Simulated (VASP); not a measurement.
# TlSnCl3 in VASP: a series of runs

The runs below take TlSnCl3 through single point, with PBE.

Everything below comes from runs of VASP 6.6.1. Logs are shortened: lines on timing, memory, paths and dates and some standing lists are left out, and cuts for length are marked.

## (1) The cell of the first run

It takes space group Pm-3m (No. 221, cubic). Conventional cell: a = 5.517 Å, b = 5.517 Å, c = 5.517 Å, α = 90.00°, β = 90.00°, γ = 90.00°. Within 5.1 Å of Tl (site symmetry m-3m) lie 12 Cl at 3.90 Å and 8 Sn at 4.78 Å. Within 3.6 Å of Sn (site symmetry m-3m) lie 6 Cl at 2.76 Å. Cl (site symmetry 4/mmm) has 2 Sn at 2.76 Å within 3.6 Å.

## (2) Single point, PBE

Contents of INCAR:

```
SYSTEM = TlSnCl3
PREC     = Accurate       ! precision mode
ENCUT    = 520            ! plane-wave cutoff, eV
EDIFF    = 1E-6           ! SCF threshold, eV
ISMEAR   = -1             ! smearing method
SIGMA    = 0.02           ! smearing width, eV
LREAL    = .FALSE.        ! projectors in reciprocal space
LASPH    = .TRUE.         ! aspherical terms in the spheres
NELM     = 80             ! most SCF steps
ALGO     = Normal         ! electronic algorithm
ISIF     = 2              ! what is computed and relaxed
LWAVE    = .FALSE.        ! write WAVECAR
LCHARG   = .FALSE.        ! write CHGCAR
GGA      = PE             ! functional
NBANDS   = 32             ! bands
```

Contents of KPOINTS:

```
Automatic mesh
0
G
  6 6 6
  0 0 0
```

Contents of POSCAR:

```
TlSnCl3
1.0
    5.5173601512      0.0000000000      0.0000000000
    0.0000000000      5.5173601512      0.0000000000
    0.0000000000      0.0000000000      5.5173601512
Tl Sn Cl
1 1 3
Direct
    0.0000000000      0.0000000000      0.0000000000
    0.5000000000      0.5000000000      0.5000000000
    0.5000000000      0.5000000000      0.0000000000
    0.5000000000      0.0000000000      0.5000000000
    0.0000000000      0.5000000000      0.5000000000
```

Potentials or basis: VASP PAW PBE potentials, release 64 (Tl_d, Sn_d, Cl).

On the command line:

```console
$ cat potpaw_PBE.64/Tl_d/POTCAR potpaw_PBE.64/Sn_d/POTCAR potpaw_PBE.64/Cl/POTCAR > POTCAR
$ mpirun -np 1 vasp_std > vasp.out
```

OUTCAR:

```text
SYSTEM = TlSnCl3
   PREC = Accurate
   ENCUT = 520
   EDIFF = 1E-6
   ISMEAR = -1
   LREAL = .FALSE.
   LASPH = .TRUE.
   NELM = 80
   ISIF = 2
   GGA = PE

 ion  position               nearest neighbor table
   1  0.000  0.000  0.000-
   2  0.500  0.500  0.500-   3 2.76   4 2.76   5 2.76   3 2.76   4 2.76   5 2.76
   3  0.500  0.500  0.000-   2 2.76   2 2.76
   4  0.500  0.000  0.500-   2 2.76   2 2.76
   5  0.000  0.500  0.500-   2 2.76   2 2.76

  LATTYP: Found a simple cubic cell.
 ALAT       =     5.5173601512

  Lattice vectors:

 A1 = (   5.5173601512,   0.0000000000,   0.0000000000)
 A2 = (   0.0000000000,   5.5173601512,   0.0000000000)
 A3 = (   0.0000000000,   0.0000000000,   5.5173601512)

Analysis of symmetry for initial positions (statically):
=====================================================================
 Subroutine PRICEL returns:
 Original cell was already a primitive cell.

 Routine SETGRP: Setting up the symmetry group for a
 simple cubic supercell.

 Subroutine GETGRP returns: Found 48 space group operations
 (whereof 48 operations were pure point group operations)
 out of a pool of 48 trial point group operations.

The static configuration has the point symmetry O_h .

Analysis of symmetry for dynamics (positions and initial velocities):
=====================================================================
 Subroutine PRICEL returns:
 Original cell was already a primitive cell.

 Routine SETGRP: Setting up the symmetry group for a
 simple cubic supercell.

 Subroutine GETGRP returns: Found 48 space group operations
 (whereof 48 operations were pure point group operations)
 out of a pool of 48 trial point group operations.

The dynamic configuration has the point symmetry O_h .

 Subroutine INISYM returns: Found 48 space group operations
 (whereof 48 operations are pure point group operations),
 and found     1 'primitive' translations

----------------------------------------------------------------------------------------

                                     Primitive cell

  volume of cell :     167.9554

  direct lattice vectors                    reciprocal lattice vectors
     5.517360151  0.000000000  0.000000000     0.181246098  0.000000000  0.000000000
     0.000000000  5.517360151  0.000000000     0.000000000  0.181246098  0.000000000
     0.000000000  0.000000000  5.517360151     0.000000000  0.000000000  0.181246098

  length of vectors
     5.517360151  5.517360151  5.517360151     0.181246098  0.181246098  0.181246098

  position of ions in fractional coordinates (direct lattice)
     0.000000000  0.000000000  0.000000000
     0.500000000  0.500000000  0.500000000
     0.500000000  0.500000000  0.000000000
     0.500000000  0.000000000  0.500000000
     0.000000000  0.500000000  0.500000000

  ion indices of the primitive-cell ions
   primitive index   ion index
                 1           1
                 2           2
                 3           3
                 4           4
                 5           5

----------------------------------------------------------------------------------------

 KPOINTS: Automatic mesh

Automatic generation of k-mesh.
 Grid dimensions read from file:
 generate k-points for:    6    6    6

 Generating k-lattice:

  Cartesian coordinates                     Fractional coordinates (reciprocal lattice)
     0.030207683  0.000000000  0.000000000     0.166666667  0.000000000  0.000000000
     0.000000000  0.030207683  0.000000000     0.000000000  0.166666667  0.000000000
     0.000000000  0.000000000  0.030207683     0.000000000  0.000000000  0.166666667

  Length of vectors
     0.030207683  0.030207683  0.030207683

  Shift w.r.t. Gamma in fractional coordinates (k-lattice)
     0.000000000  0.000000000  0.000000000

 Subroutine IBZKPT returns following result:
 ===========================================

 Found     20 irreducible k-points:

 Following reciprocal coordinates:
            Coordinates               Weight
  0.000000  0.000000  0.000000      1.000000
  0.166667  0.000000  0.000000      6.000000
  0.333333  0.000000  0.000000      6.000000
  0.500000  0.000000  0.000000      3.000000
  0.166667  0.166667  0.000000     12.000000
  0.333333  0.166667  0.000000     24.000000
[... 12 lines left out ...]
  0.500000  0.500000  0.333333      6.000000
  0.500000  0.500000  0.500000      1.000000
   k-points           NKPTS =     20   k-points in BZ     NKDIM =     20   number of bands    NBANDS=     32
   number of dos      NEDOS =    301   number of ions     NIONS =      5
   total plane-waves  NPLWV =  74088
   dimension x,y,z NGX =    42 NGY =   42 NGZ =   42
   dimension x,y,z NGXF=    84 NGYF=   84 NGZF=   84
   ions per type =               1   1   3
   NGX,Y,Z   is equivalent  to a cutoff of  12.66, 12.66, 12.66 a.u.
   NGXF,Y,Z  is equivalent  to a cutoff of  25.31, 25.31, 25.31 a.u.
 SYSTEM =  TlSnCl3
   PREC   = accura    normal or accurate (medium, high low for compatibility)
   ISTART =      0    job   : 0-new  1-cont  2-samecut
   ICHARG =      2    charge: 1-file 2-atom 10-const
   ISPIN  =      1    spin polarized calculation?
   LNONCOLLINEAR =      F non collinear calculations
   LSORBIT =      F    spin-orbit coupling
   LASPH  =      T    aspherical Exc in radial PAW
   ENCUT  =  520.0 eV  38.22 Ry    6.18 a.u.  10.26 10.26 10.26*2*pi/ulx,y,z
   NELM   =     80;   NELMIN=  2; NELMDL= -5     # of ELM steps
   EDIFF  = 0.1E-05   stopping-criterion for ELM
   LREAL  =      F    real-space projection
   EDIFFG = 0.1E-04   stopping-criterion for IOM
   NSW    =      0    number of steps for IOM
   IBRION =     -1    ionic relax: 0-MD 1-quasi-New 2-CG
   NFREE  =      0    steps in history (QN), initial steepest desc. (CG)
   ISIF   =      2    stress and relaxation
   ISYM   =      2    0-nonsym 1-usesym 2-fastsym
   POTIM  = 0.5000    time-step for ionic-motion
   TEBEG  =    0.0;   TEEND  =   0.0 temperature during run
   PSTRESS=    0.0 pullay stress
   NELECT =      48.0000    total number of electrons
   NUPDOWN=      -1.0000    fix difference up-down
   EMIN   =  10.00;   EMAX   =-10.00  energy-range for DOS
   EFERMI =   0.00;   METHOD = LEGACY
   ISMEAR =    -1;   SIGMA  =   0.02  broadening in eV -4-tet -1-fermi 0-gaus
   EFERMI_NEDOS =   21; number of points for ismear=-14 and -15
   IALGO  =     38    algorithm
   IMIX   =      4    mixing-type and parameters
     AMIX     =   0.40;   BMIX     =  1.00
     AMIX_MAG =   1.60;   BMIX_MAG =  1.00
  volume/ion in A,a.u.               =      33.59       226.68
  Fermi-wavevector in a.u.,A,eV,Ry     =   1.078344  2.037774 15.821199  1.162825
  Thomas-Fermi vector in A             =   2.214280
   LORBIT       =      0    0 simple, 1 ext, 2 COOP (PROOUT), +10 PAW based schemes
   GGA     = PE    functional components
   LHFCALC =     F    Hartree Fock is set to
   AEXX    =    0.0000 exact exchange contribution
   IVDW    =     0    specifies the selected vdW correction
   LEPSILON=     F    determine dielectric tensor
   LRPA    =     F    only Hartree local field effects (RPA)
 non-spin polarized calculation
  energy-cutoff  :      520.00
  volume of cell :      167.96
 maximum number of plane-waves:      4632
 NGX is ok and might be reduce to    42
   NGX = 21   NGY = 21   NGZ = 21

 number of electron      47.9999979 magnetization

 Free energy of the ion-electron system (eV)
  ---------------------------------------------------
  ext. energy  EPLUGINS =         0.00000000
  ---------------------------------------------------
  free energy    TOTEN  =       -16.43306041 eV

  energy without entropy =      -16.43306041  energy(sigma->0) =      -16.43306041

 E-fermi :   3.7880     XC(G=0):  -7.9009

 val. band max:        3.4801006495   @ k =   0.5000   0.5000   0.5000
 cond. band min:       4.1176657644   @ k =   0.5000   0.0000   0.0000
 fundamental gap:      0.6375651149
 Fermi energy:         3.7879895439

 k-point     1 :       0.0000    0.0000    0.0000
  band No.  band energies     occupation
      1     -18.7908      2.00000
      2     -18.7908      2.00000
      3     -18.7483      2.00000
      4     -18.7483      2.00000
      5     -18.7483      2.00000
      6     -12.8930      2.00000
[... 24 lines left out ...]
     31       8.6081      0.00000
     32       8.6105      0.00000

 k-point     2 :       0.1667    0.0000    0.0000
  band No.  band energies     occupation
      1     -18.7907      2.00000
      2     -18.7876      2.00000
      3     -18.7484      2.00000
      4     -18.7484      2.00000
      5     -18.7483      2.00000
      6     -12.8594      2.00000
[... 24 lines left out ...]
     31       8.4800      0.00000
     32       8.6819      0.00000

 k-point     3 :       0.3333    0.0000    0.0000
  band No.  band energies     occupation
      1     -18.7907      2.00000
      2     -18.7814      2.00000
      3     -18.7486      2.00000
      4     -18.7486      2.00000
      5     -18.7483      2.00000
      6     -12.7691      2.00000
[... 24 lines left out ...]
     31       8.8989      0.00000
     32       9.0867      0.00000

 k-point     4 :       0.5000    0.0000    0.0000
  band No.  band energies     occupation
      1     -18.7907      2.00000
      2     -18.7782      2.00000
      3     -18.7487      2.00000
      4     -18.7487      2.00000
      5     -18.7483      2.00000
      6     -12.6915      2.00000
[... 24 lines left out ...]
     31       9.0374      0.00000
     32       9.5246      0.00000

 k-point     5 :       0.1667    0.1667    0.0000
  band No.  band energies     occupation
      1     -18.7892      2.00000
      2     -18.7861      2.00000
      3     -18.7485      2.00000
      4     -18.7484      2.00000
      5     -18.7484      2.00000
      6     -12.8273      2.00000
[... 444 lines left out ...]
     31      10.1203      0.00000
     32      10.1211      0.00000

 k-point    18 :       0.5000    0.3333    0.3333
  band No.  band energies     occupation
      1     -18.7766      2.00000
      2     -18.7734      2.00000
      3     -18.7489      2.00000
      4     -18.7489      2.00000
      5     -18.7488      2.00000
      6     -12.5353      2.00000
[... 24 lines left out ...]
     31      10.2048      0.00000
     32      10.2194      0.00000

 k-point    19 :       0.5000    0.5000    0.3333
  band No.  band energies     occupation
      1     -18.7750      2.00000
      2     -18.7718      2.00000
      3     -18.7490      2.00000
      4     -18.7489      2.00000
      5     -18.7489      2.00000
      6     -12.4798      2.00000
[... 24 lines left out ...]
     31      10.1377      0.00000
     32      10.1920      0.00000

 k-point    20 :       0.5000    0.5000    0.5000
  band No.  band energies     occupation
      1     -18.7718      2.00000
      2     -18.7718      2.00000
      3     -18.7490      2.00000
      4     -18.7490      2.00000
      5     -18.7490      2.00000
      6     -12.4793      2.00000
[... 24 lines left out ...]
     31       9.9863      0.00000
     32       9.9863      0.00000

------------------------ aborting loop because EDIFF is reached ----------------------------------------

  FORCE on cell =-STRESS in cart. coord.  units (eV):
  Direction    XX          YY          ZZ          XY          YZ          ZX
  --------------------------------------------------------------------------------------
  -------------------------------------------------------------------------------------
  Total        0.7997104      0.7997104      0.7997104     -0.0000000      0.0000000      0.0000000
  in kB        7.6286787      7.6286787      7.6286787     -0.0000000      0.0000000      0.0000000
  external PRESSURE =       7.6286787 kB  Pullay stress =       0.0000000 kB

 VOLUME and BASIS-vectors are now :
 -----------------------------------------------------------------------------
  energy-cutoff  :      520.00
  volume of cell :      167.96
      direct lattice vectors                 reciprocal lattice vectors
     5.517360151  0.000000000  0.000000000     0.181246098  0.000000000  0.000000000
     0.000000000  5.517360151  0.000000000     0.000000000  0.181246098  0.000000000
     0.000000000  0.000000000  5.517360151     0.000000000  0.000000000  0.181246098

 POSITION                                       TOTAL-FORCE (eV/Angst)
 -----------------------------------------------------------------------------------
      0.00000      0.00000      0.00000         0.000000      0.000000      0.000000
      2.75868      2.75868      2.75868         0.000000      0.000000      0.000000
      2.75868      2.75868      0.00000         0.000000      0.000000      0.000000
      2.75868      0.00000      2.75868         0.000000      0.000000      0.000000
      0.00000      2.75868      2.75868         0.000000      0.000000      0.000000
 -----------------------------------------------------------------------------------
    total drift:                                0.000000     -0.000000     -0.000000

  FREE ENERGIE OF THE ION-ELECTRON SYSTEM (eV)
  ---------------------------------------------------
  free  energy   TOTEN  =       -16.4330604125 eV

  energy  without entropy=      -16.4330604112  energy(sigma->0) =      -16.43306041
```

It took 46 s on 1 thread of Intel Xeon 6975P-C (Granite Rapids), shared host; peak memory 0.31 GiB.

Results:

- Free energy: -16.4331 eV
- Pressure: 0.8 GPa
- Band gap on the k mesh: 0.64 eV (least direct gap 0.76 eV)

Caveat: spin-orbit coupling is left out, which moves the levels of the heavy elements. A k mesh can miss the band edges.

## (3) Single point, PBE (uniaxial z strain -2.0%)

Contents of INCAR:

```
SYSTEM = TlSnCl3
PREC     = Accurate       ! precision mode
ENCUT    = 520            ! plane-wave cutoff, eV
EDIFF    = 1E-6           ! SCF threshold, eV
ISMEAR   = -1             ! smearing method
SIGMA    = 0.02           ! smearing width, eV
LREAL    = .False.        ! projectors in reciprocal space
LASPH    = .True.         ! aspherical terms in the spheres
NELM     = 100            ! most SCF steps
ALGO     = Normal         ! electronic algorithm
ISIF     = 2              ! what is computed and relaxed
LWAVE    = .False.        ! write WAVECAR
LCHARG   = .False.        ! write CHGCAR
GGA      = PE             ! functional
NBANDS   = 32             ! bands
```

Contents of KPOINTS:

```
regular mesh
0
Gamma
  6 6 6
  0 0 0
```

POSCAR: that of step 2 with these lines changed.

```diff
@@ -4,3 +4,3 @@
     0.0000000000      5.5173601512      0.0000000000
-    0.0000000000      0.0000000000      5.5173601512
+    0.0000000000      0.0000000000      5.4070129482
 Tl Sn Cl
```

Potentials or basis: VASP PAW PBE potentials, release 64 (Tl_d, Sn_d, Cl).

On the command line:

```console
$ cat potpaw_PBE.64/Tl_d/POTCAR potpaw_PBE.64/Sn_d/POTCAR potpaw_PBE.64/Cl/POTCAR > POTCAR
$ mpirun -np 1 vasp_std > vasp.out
```

It took 98 s on 1 thread of Intel Xeon 6975P-C (Granite Rapids), shared host; peak memory 0.36 GiB.

Results (log left out):

```
Free energy            : -16.4023 eV
Pressure               : 1.4 GPa
Band gap on the k mesh : 0.44 eV (least direct gap 0.58 eV)
```

Stress tensor (GPa, compression positive):
```
0.98 0.00 0.00
0.00 0.98 0.00
0.00 0.00 2.09
```

Levels at points of the mesh, in eV from the valence-band top:
```tsv
k point	band 21	band 22	band 23	band 24	band 25	band 26	band 27	band 28
(0.00, 0.00, 0.00)	-4.03	-4.01	-4.01	-3.97	2.13	2.13	2.19	4.58
(0.50, 0.00, 0.00)	-4.05	-3.98	-3.95	-2.50	0.49	1.68	1.70	1.72
(0.50, 0.50, 0.00)	-4.16	-4.16	-3.54	-1.27	0.98	0.98	1.31	1.47
(0.00, 0.00, 0.50)	-4.04	-3.95	-3.95	-2.33	0.44	1.64	1.64	1.79
(0.50, 0.00, 0.50)	-4.24	-4.18	-3.52	-1.13	0.95	1.07	1.24	1.43
(0.50, 0.50, 0.50)	-3.54	-3.52	-3.52	0.00	0.58	0.58	0.75	1.88
```

Caveat: the cell differs from its parent crystal (uniaxial z strain -2.0%); spin-orbit coupling is left out, which moves the levels of the heavy elements. A k mesh can miss the band edges.
